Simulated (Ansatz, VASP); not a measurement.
H in VASP and in Ansatz

The input POSCAR:

```
H
1.0
   14.0000000000      0.0000000000      0.0000000000
    0.0000000000     14.4000000000      0.0000000000
    0.0000000000      0.0000000000     14.8000000000
H
1
Direct
    0.5000000000      0.5000000000      0.5000000000
```

Contents of INCAR.step1:

```
ALGO = Normal ; EDIFF = 1E-5
ENCUT = 520 ; GGA = PE
ISIF = 2 ; ISMEAR = -1
ISPIN = 2 ; ISYM = 0
LASPH = True ; LORBIT = 11
LREAL = False ; LWAVE = True
MAGMOM = 1 ; NBANDS = 10
NELM = 150 ; PREC = Accurate
SIGMA = 0.01
```

INCAR.step2

```
AEXX = 0.25 ; ALGO = Normal
EDIFF = 1E-7 ; ENCUT = 520
GGA = PE ; ISIF = 2
ISMEAR = -1 ; ISPIN = 2
ISTART = 1 ; ISYM = 0
LASPH = True ; LCHARG = True
LELF = True ; LHFCALC = True
LORBIT = 11 ; LREAL = False
LVHAR = True ; LWAVE = False
MAGMOM = 1 ; NBANDS = 10
NELM = 150 ; PREC = Accurate
PRECFOCK = Normal ; SIGMA = 0.01
```

Contents of KPOINTS:

```
k-points
0
Gamma
  1 1 1
```

Input for Ansatz:

```yaml
crystal:
  lattice:
    - [14.0, 0.0, 0.0]
    - [0.0, 14.4, 0.0]
    - [0.0, 0.0, 14.8]
  atoms:
    - { symbol: H, position: [0.5, 0.5, 0.5], spin: 1.0 }
  symmetry: { detect: false, time_reversal: true }
hamiltonian:
  xc: pbe0
  pseudopotentials:
    kind: paw
    azcp:
      H: "pseudopotentials/H.paw.azcp"
basis:
  ecutwfc: 420
  fft_grid_basis: typed
kpoints:
  mp_grid: { grid: [1, 1, 1], shift: [0, 0, 0] }
magnetization:
  spin_polarized: true
scf:
  occupations: { method: fermi_dirac, width: 0.01 }
output:
  write_density: true
  write_potential: true
  elf: true
  volumetric_format: npy
```

Alike in both runs: task single point; functional PBE0; k mesh 1 × 1 × 1; occupations fermi-dirac, width 0.01 eV; collinear spin.

```csv
,VASP,Ansatz
version,VASP 6.6.1,Ansatz 0.2.0
potentials or method,"VASP PAW PBE potentials, release 64 (H), cutoff 520 eV","plane waves (420 eV) with PAW, scalar-relativistic"
valence electrons in the cell,1,1
```

```csv
,VASP,Ansatz,Ansatz less VASP
gap on the k mesh at the Fermi level (eV),9.07,9.07,-0.006
net moment per atom (μB),1.00,1.00,0.000
size of the moment on the site where the two differ most (μB),0.38,1.00,+0.619
```

Site moments also hang on the region over which each program counts them. Ansatz's warnings: nearly empty spin channel levels not settled, stability check not made, xc potential rough in thin density.
